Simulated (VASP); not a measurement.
Runs of VASP 6.6.1 on Ag. The structure is that of space group Pm-3m (No. 221), or close to it. The cells are those of the table. 

| task | cell | cutoff (eV) | gap on the mesh (eV) | pressure (GPa) |
| --- | --- | --- | --- | --- |
| single point | a = 2.452 Å, 1 atom | 520 | none | 44.9 |
| single point | a = 2.495 Å, 1 atom | 520 | none | (a) |
| relaxation of cell and atoms | relaxed to 30 GPa from a = 2.660 Å, 1 atom | 600 | none | 30.2 |
| relaxation of cell and atoms | relaxed to 15 GPa from a = 2.660 Å, 1 atom | 600 | none | 15.2 |
| relaxation of cell and atoms | relaxed to 45 GPa from a = 2.660 Å, 1 atom | 600 | none | 44.9 |
| single point | a = 2.553 Å, 1 atom | 520 | none | 15.0 |
| relaxation of cell and atoms | relaxed from a = 2.660 Å, 1 atom | 600 | none | 0.0 |
| single point | a = 2.645 Å, 1 atom | 520 | none | 0.0 |

Alike in all rows: level LDA; potentials or basis VASP PAW LDA potentials, release 64 (Ag); no spin polarisation; k mesh 9 × 9 × 9; smearing methfessel-paxton 0.1 eV.

**Question.** Estimate the missing entries.

**Answer.** (a) 30.0.

Caveats: the cell is relaxed towards a set pressure, so the enthalpy falls and the energy may rise (some runs).

A k mesh can miss the band edges, and the runs leave out spin-orbit coupling on Ag.

A gap of «none» marks levels without a gap at the run's occupations.
